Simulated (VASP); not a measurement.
Write the native input for VASP 6.6.1 that does the following.

| Quantity | Value |
| --- | --- |
| Task | single point |
| Functional | PBE |
| Potentials or basis | VASP PAW PBE potentials, release 64 (Te, Pb_d, Se) |
| Cutoff | 520 eV |
| k mesh | 4 × 4 × 4 |
| Occupations | gaussian, width 0.2 eV |
| Spin | no spin polarisation |
| Dipole correction | no |
| Further INCAR settings | ALGO = Normal; EDIFF = 1e-06; NBANDS = 50 |

The structure of TePb4Se3 lies in POSCAR:

```
TePb4Se3
1.0
    6.3214228000      0.0000000000      0.0000000000
    0.0000000000      6.3214228000      0.0000000000
   -3.1607114000     -3.1607114000      6.3037187000
Te Pb Se
1 4 3
Direct
    0.5000000000      0.5000000000      0.0000000000
    0.5000000000      0.0000000000      0.0000000000
    0.7583580000      0.7583580000      0.5167160000
    0.0000000000      0.5000000000      0.0000000000
    0.2416420000      0.2416420000      0.4832840000
    0.2500000000      0.7500000000      0.5000000000
    0.7500000000      0.2500000000      0.5000000000
    0.0000000000      0.0000000000      0.0000000000
```

One way to write it, as run:

INCAR

```
ALGO     = Normal         # electronic algorithm
EDIFF    = 1E-6           # SCF threshold, eV
ENCUT    = 520            # plane-wave cutoff, eV
GGA      = PE             # functional
ISIF     = 2              # what is computed and relaxed
ISMEAR   = 0              # smearing method
LASPH    = True           # aspherical terms in the spheres
LCHARG   = True           # write CHGCAR
LELF     = True           # ELF
LREAL    = False          # projectors in reciprocal space
LVHAR    = True         
LWAVE    = False          # write WAVECAR
NBANDS   = 50             # bands
NELM     = 60             # most SCF steps
PREC     = Accurate       # precision mode
SIGMA    = 0.2            # smearing width, eV
```

KPOINTS

```
k-points
0
Gamma
  4 4 4
```

Potentials or basis: VASP PAW PBE potentials, release 64 (Te, Pb_d, Se).

Command:

```sh
$ cat potpaw_PBE.64/Te/POTCAR potpaw_PBE.64/Pb_d/POTCAR potpaw_PBE.64/Se/POTCAR > POTCAR
$ mpirun -np 1 vasp_std > vasp.out
```

Results of the run:

```
Pressure               : 0.0 GPa
Largest force          : 0.008 eV/Å
Band gap on the k mesh : 0.29 eV
```

Caveat: spin-orbit coupling is left out, which moves the levels of the heavy elements.

Wall time 7.2 min on 1 thread of AMD EPYC 7R43 64-Core Processor (Zen 3), with other jobs on the host, peak memory 0.42 GiB.
